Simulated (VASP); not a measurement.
# GaSb3 (P3m1) in VASP: a series of runs

The runs below take GaSb3 through single point, relaxation of cell and atoms, with PBE.

All numbers are computed with VASP 6.6.1; they aren't measurements. Logs are shortened: lines on timing, memory, paths and dates and some standing lists are left out, and cuts for length are marked.

### Step 1. The cell of the first run

Symmetry: P3m1, No. 156, trigonal system. Conventional cell: a = 4.436 Å, b = 4.436 Å, c = 14.546 Å, α = 90.00°, β = 90.00°, γ = 120.00°. Within 3.6 Å of Ga (site symmetry 3m) lie 4 Sb at 2.72 to 2.73 Å. Within 3.6 Å of Ga (site symmetry 3m) lie 4 Sb at 2.70 to 2.72 Å. Sb (site symmetry 3m) has 3 Ga at 2.73 Å and 3 Sb at 3.40 Å within 3.6 Å. Sb (site symmetry 3m) has 4 Ga at 2.70 to 2.72 Å within 3.6 Å. Sb (site symmetry 3m) has 1 Ga at 2.72 Å and 3 Sb at 2.94 Å within 3.6 Å. Sb (site symmetry 3m) has 6 Sb at 2.94 to 3.34 Å within 3.9 Å. Within 3.9 Å of Sb (site symmetry 3m) lie 6 Sb at 2.96 to 3.34 Å. Within 3.9 Å of Sb (site symmetry 3m) lie 6 Sb at 2.96 to 3.40 Å.

### Step 2. Single point, PBE

INCAR

```
SYSTEM = GaSb3
  PREC = Accurate
  ENCUT = 520
  EDIFF = 1E-7
  ISMEAR = 0
  SIGMA = 0.2
  LREAL = .False.
  LASPH = .True.
  NELM = 60
  ALGO = Normal
  ISIF = 2
  LWAVE = .False.
  LCHARG = .False.
  GGA = PE
  NBANDS = 38
```

KPOINTS

```
regular mesh
0
Gamma
  4 4 2
  0 0 0
```

POSCAR

```
GaSb3
1.0
    4.4362607165      0.0000000000      0.0000000000
   -2.2181303583      3.8419144783      0.0000000000
    0.0000000000      0.0000000000     14.5464697571
Ga Sb
2 6
Direct
    0.3333333333      0.6666666667      0.0618967106
    0.6666666667      0.3333333333      0.3079037638
    0.0000000000      0.0000000000     -0.0025900341
    0.3333333333      0.6666666667      0.2491958984
    0.6666666667      0.3333333333      0.4950481145
    0.0000000000      0.0000000000      0.5942650266
    0.3333333333      0.6666666667      0.7415297686
    0.6666666667      0.3333333333      0.8437507514
```

Potentials or basis: VASP PAW PBE potentials, release 64 (Ga_d, Sb).

Launch:

```sh
$ cat potpaw_PBE.64/Ga_d/POTCAR potpaw_PBE.64/Sb/POTCAR > POTCAR
$ mpirun -np 1 vasp_std > vasp.out
```

OUTCAR:

```text
SYSTEM = GaSb3
   PREC = Accurate
   ENCUT = 520
   EDIFF = 1E-7
   ISMEAR = 0
   LREAL = .False.
   LASPH = .True.
   NELM = 60
   ISIF = 2
   GGA = PE

 ion  position               nearest neighbor table
   1  0.333  0.667  0.062-   4 2.72   3 2.73   3 2.73   3 2.73
   2  0.667  0.333  0.308-   4 2.70   4 2.70   4 2.70   5 2.72
   3  0.000  0.000  0.997-   1 2.73   1 2.73   1 2.73   8 3.40   8 3.40   8 3.40
   4  0.333  0.667  0.249-   2 2.70   2 2.70   2 2.70   1 2.72
   5  0.667  0.333  0.495-   2 2.72   6 2.94   6 2.94   6 2.94
   6  0.000  0.000  0.594-   5 2.94   5 2.94   5 2.94   7 3.34   7 3.34   7 3.34
   7  0.333  0.667  0.742-   8 2.96   8 2.96   8 2.96   6 3.34   6 3.34   6 3.34
   8  0.667  0.333  0.844-   7 2.96   7 2.96   7 2.96   3 3.40   3 3.40   3 3.40

  LATTYP: Found a hexagonal cell.
 ALAT       =     4.4362607165
 C/A-ratio  =     3.2789934331

  Lattice vectors:

 A1 = (   4.4362607165,   0.0000000000,   0.0000000000)
 A2 = (  -2.2181303583,   3.8419144783,   0.0000000000)
 A3 = (   0.0000000000,   0.0000000000,  14.5464697571)

Analysis of symmetry for initial positions (statically):
=====================================================================
 Subroutine PRICEL returns:
 Original cell was already a primitive cell.

 Routine SETGRP: Setting up the symmetry group for a
 hexagonal supercell.

 Subroutine GETGRP returns: Found  6 space group operations
 (whereof  6 operations were pure point group operations)
 out of a pool of 24 trial point group operations.

The static configuration has the point symmetry C_3v.

Analysis of symmetry for dynamics (positions and initial velocities):
=====================================================================
 Subroutine PRICEL returns:
 Original cell was already a primitive cell.

 Routine SETGRP: Setting up the symmetry group for a
 hexagonal supercell.

 Subroutine GETGRP returns: Found  6 space group operations
 (whereof  6 operations were pure point group operations)
 out of a pool of 24 trial point group operations.

The dynamic configuration has the point symmetry C_3v.

 Subroutine INISYM returns: Found  6 space group operations
 (whereof  6 operations are pure point group operations),
 and found     1 'primitive' translations

----------------------------------------------------------------------------------------

                                     Primitive cell

  volume of cell :     247.9262

  direct lattice vectors                    reciprocal lattice vectors
     4.436260716  0.000000000  0.000000000     0.225415066  0.130143449  0.000000000
    -2.218130358  3.841914478  0.000000000     0.000000000  0.260286897  0.000000000
     0.000000000  0.000000000 14.546469757     0.000000000  0.000000000  0.068745202

  length of vectors
     4.436260716  4.436260717 14.546469757     0.260286897  0.260286897  0.068745202

  position of ions in fractional coordinates (direct lattice)
     0.333333333  0.666666667  0.061896711
     0.666666667  0.333333333  0.307903764
     0.000000000  0.000000000  0.997409966
     0.333333333  0.666666667  0.249195898
     0.666666667  0.333333333  0.495048115
     0.000000000  0.000000000  0.594265027
     0.333333333  0.666666667  0.741529769
     0.666666667  0.333333333  0.843750751

  ion indices of the primitive-cell ions
   primitive index   ion index
                 1           1
                 2           2
                 3           3
                 4           4
                 5           5
                 6           6
                 7           7
                 8           8

----------------------------------------------------------------------------------------

 KPOINTS: regular mesh

Automatic generation of k-mesh.
 Grid dimensions read from file:
 generate k-points for:    4    4    2

 Generating k-lattice:

  Cartesian coordinates                     Fractional coordinates (reciprocal lattice)
     0.056353766  0.032535862  0.000000000     0.250000000  0.000000000  0.000000000
     0.000000000  0.065071724  0.000000000     0.000000000  0.250000000  0.000000000
     0.000000000  0.000000000  0.034372601     0.000000000  0.000000000  0.500000000

  Length of vectors
     0.065071724  0.065071724  0.034372601

  Shift w.r.t. Gamma in fractional coordinates (k-lattice)
     0.000000000  0.000000000  0.000000000

 Subroutine IBZKPT returns following result:
 ===========================================

 Found      8 irreducible k-points:

 Following reciprocal coordinates:
            Coordinates               Weight
  0.000000  0.000000  0.000000      1.000000
  0.250000  0.000000  0.000000      6.000000
  0.500000  0.000000  0.000000      3.000000
  0.250000  0.250000  0.000000      6.000000
  0.000000  0.000000  0.500000      1.000000
  0.250000  0.000000  0.500000      6.000000
  0.500000  0.000000  0.500000      3.000000
  0.250000  0.250000  0.500000      6.000000
   k-points           NKPTS =      8   k-points in BZ     NKDIM =      8   number of bands    NBANDS=     38
   number of dos      NEDOS =    301   number of ions     NIONS =      8
   total plane-waves  NPLWV = 139968
   dimension x,y,z NGX =    36 NGY =   36 NGZ =  108
   dimension x,y,z NGXF=    72 NGYF=   72 NGZF=  216
   ions per type =               2   6
   NGX,Y,Z   is equivalent  to a cutoff of  13.49, 13.49, 12.34 a.u.
   NGXF,Y,Z  is equivalent  to a cutoff of  26.98, 26.98, 24.69 a.u.
 SYSTEM =  GaSb3
   PREC   = accura    normal or accurate (medium, high low for compatibility)
   ISTART =      0    job   : 0-new  1-cont  2-samecut
   ICHARG =      2    charge: 1-file 2-atom 10-const
   ISPIN  =      1    spin polarized calculation?
   LNONCOLLINEAR =      F non collinear calculations
   LSORBIT =      F    spin-orbit coupling
   LASPH  =      T    aspherical Exc in radial PAW
   ENCUT  =  520.0 eV  38.22 Ry    6.18 a.u.   8.25  8.25 27.05*2*pi/ulx,y,z
   NELM   =     60;   NELMIN=  2; NELMDL= -5     # of ELM steps
   EDIFF  = 0.1E-06   stopping-criterion for ELM
   LREAL  =      F    real-space projection
   EDIFFG = 0.1E-05   stopping-criterion for IOM
   NSW    =      0    number of steps for IOM
   IBRION =     -1    ionic relax: 0-MD 1-quasi-New 2-CG
   NFREE  =      0    steps in history (QN), initial steepest desc. (CG)
   ISIF   =      2    stress and relaxation
   ISYM   =      2    0-nonsym 1-usesym 2-fastsym
   POTIM  = 0.5000    time-step for ionic-motion
   TEBEG  =    0.0;   TEEND  =   0.0 temperature during run
   PSTRESS=    0.0 pullay stress
   NELECT =      56.0000    total number of electrons
   NUPDOWN=      -1.0000    fix difference up-down
   EMIN   =  10.00;   EMAX   =-10.00  energy-range for DOS
   EFERMI =   0.00;   METHOD = LEGACY
   ISMEAR =     0;   SIGMA  =   0.20  broadening in eV -4-tet -1-fermi 0-gaus
   EFERMI_NEDOS =   21; number of points for ismear=-14 and -15
   IALGO  =     38    algorithm
   IMIX   =      4    mixing-type and parameters
     AMIX     =   0.40;   BMIX     =  1.00
     AMIX_MAG =   1.60;   BMIX_MAG =  1.00
  volume/ion in A,a.u.               =      30.99       209.14
  Fermi-wavevector in a.u.,A,eV,Ry     =   0.997004  1.884064 13.524411  0.994016
  Thomas-Fermi vector in A             =   2.129130
   LORBIT       =      0    0 simple, 1 ext, 2 COOP (PROOUT), +10 PAW based schemes
   GGA     = PE    functional components
   LHFCALC =     F    Hartree Fock is set to
   AEXX    =    0.0000 exact exchange contribution
   IVDW    =     0    specifies the selected vdW correction
   LEPSILON=     F    determine dielectric tensor
   LRPA    =     F    only Hartree local field effects (RPA)
 non-spin polarized calculation
 Gauss-broadening in eV      SIGMA  =   0.20
  energy-cutoff  :      520.00
  volume of cell :      247.93
 maximum number of plane-waves:      6702
 NGX is ok and might be reduce to    36
   NGX = 17   NGY = 17   NGZ = 55

 number of electron      56.0000010 magnetization

 Free energy of the ion-electron system (eV)
  ---------------------------------------------------
  ext. energy  EPLUGINS =         0.00000000
  ---------------------------------------------------
  free energy    TOTEN  =       -30.82424180 eV

  energy without entropy =      -30.80738978  energy(sigma->0) =      -30.81581579

 E-fermi :   5.3544     XC(G=0):  -9.0948

 val. band max:        5.1142374650   @ k =   0.0000   0.0000   0.0000
 cond. band min:       5.5280777736   @ k =   0.5000   0.0000   0.0000
 fundamental gap:      0.4138403086
 Fermi energy:         5.3543917117

 k-point     1 :       0.0000    0.0000    0.0000
  band No.  band energies     occupation
      1      -9.7315      2.00000
      2      -9.6880      2.00000
      3      -9.6880      2.00000
      4      -9.6563      2.00000
      5      -9.6563      2.00000
      6      -9.3135      2.00000
[... 30 lines left out ...]
     37       8.5976      0.00000
     38       8.5976      0.00000

 k-point     2 :       0.2500    0.0000    0.0000
  band No.  band energies     occupation
      1      -9.7266      2.00000
      2      -9.6967      2.00000
      3      -9.6866      2.00000
      4      -9.6584      2.00000
      5      -9.6519      2.00000
      6      -9.3097      2.00000
[... 30 lines left out ...]
     37       9.2006      0.00000
     38       9.6086      0.00000

 k-point     3 :       0.5000    0.0000    0.0000
  band No.  band energies     occupation
      1      -9.7214      2.00000
      2      -9.7057      2.00000
      3      -9.6858      2.00000
      4      -9.6605      2.00000
      5      -9.6469      2.00000
      6      -9.3072      2.00000
[... 30 lines left out ...]
     37       9.4500      0.00000
[... 125 lines left out ...]
 k-point     7 :       0.5000    0.0000    0.5000
  band No.  band energies     occupation
      1      -9.7214      2.00000
      2      -9.7057      2.00000
      3      -9.6858      2.00000
      4      -9.6605      2.00000
      5      -9.6469      2.00000
      6      -9.3072      2.00000
[... 30 lines left out ...]
     37       9.0218      0.00000
     38      10.4040      0.00000

 k-point     8 :       0.2500    0.2500    0.5000
  band No.  band energies     occupation
      1      -9.7196      2.00000
      2      -9.7062      2.00000
      3      -9.6869      2.00000
      4      -9.6587      2.00000
      5      -9.6489      2.00000
      6      -9.3049      2.00000
[... 30 lines left out ...]
     37       9.4933      0.00000
     38       9.5336      0.00000

------------------------ aborting loop because EDIFF is reached ----------------------------------------

  FORCE on cell =-STRESS in cart. coord.  units (eV):
  Direction    XX          YY          ZZ          XY          YZ          ZX
  --------------------------------------------------------------------------------------
  -------------------------------------------------------------------------------------
  Total       -0.4287321     -0.4287321      0.1704709      0.0000000      0.0000000     -0.0000000
  in kB       -2.7706023     -2.7706023      1.1016368      0.0000000      0.0000000     -0.0000000
  external PRESSURE =      -1.4798559 kB  Pullay stress =       0.0000000 kB

 VOLUME and BASIS-vectors are now :
 -----------------------------------------------------------------------------
  energy-cutoff  :      520.00
  volume of cell :      247.93
      direct lattice vectors                 reciprocal lattice vectors
     4.436260716  0.000000000  0.000000000     0.225415066  0.130143449  0.000000000
    -2.218130358  3.841914478  0.000000000     0.000000000  0.260286897  0.000000000
     0.000000000  0.000000000 14.546469757     0.000000000  0.000000000  0.068745202

 POSITION                                       TOTAL-FORCE (eV/Angst)
 -----------------------------------------------------------------------------------
     -0.00000      2.56128      0.90038        -0.000000      0.000000      0.038611
      2.21813      1.28064      4.47891         0.000000     -0.000000     -0.069804
      0.00000      0.00000     14.50879        -0.000000     -0.000000      0.037021
     -0.00000      2.56128      3.62492        -0.000000      0.000000     -0.014621
      2.21813      1.28064      7.20120         0.000000     -0.000000      0.029777
      0.00000      0.00000      8.64446         0.000000     -0.000000     -0.048916
     -0.00000      2.56128     10.78664         0.000000     -0.000000      0.024419
      2.21813      1.28064     12.27359         0.000000     -0.000000      0.003514
 -----------------------------------------------------------------------------------
    total drift:                               -0.000002      0.000001     -0.000257

  FREE ENERGIE OF THE ION-ELECTRON SYSTEM (eV)
  ---------------------------------------------------
  free  energy   TOTEN  =       -30.8242417975 eV

  energy  without entropy=      -30.8073897814  energy(sigma->0) =      -30.81581579
```

Run time: 2.2 min. Hardware: 1 thread of Intel Xeon 6975P-C (Granite Rapids), shared host; peak memory 0.38 GiB.

Results:

```
Free energy            : -30.8242 eV
Pressure               : -0.1 GPa
Largest force          : 0.070 eV/Å
Band gap on the k mesh : 0.41 eV, indirect (least direct gap 0.46 eV)
```

Forces in eV/Å, atoms in the order of the input:
```
Ga   0.000  0.000  0.039
Ga   0.000  0.000 -0.070
Sb   0.000  0.000  0.037
Sb   0.000  0.000 -0.015
Sb   0.000  0.000  0.030
Sb   0.000  0.000 -0.049
Sb   0.000  0.000  0.024
Sb   0.000  0.000  0.004
```

Levels at points of the mesh, in eV from the valence-band top:
```
           k point  band 26  band 27  band 28  band 29  band 30  band 31
(0.00, 0.00, 0.00)    -0.10     0.00     0.00     0.46     0.63     0.97
(0.50, 0.00, 0.00)    -1.20    -0.84    -0.30     0.41     0.96     1.50
(0.00, 0.00, 0.50)    -0.14    -0.09    -0.09     0.45     0.64     1.09
(0.50, 0.00, 0.50)    -1.39    -1.06    -1.00     0.99     1.41     1.86
```

Caveat: spin-orbit coupling is left out, which moves the levels of the heavy elements. PBE gaps usually lie below the measured ones, often by a third to a half.

[end of part 1 of 2]
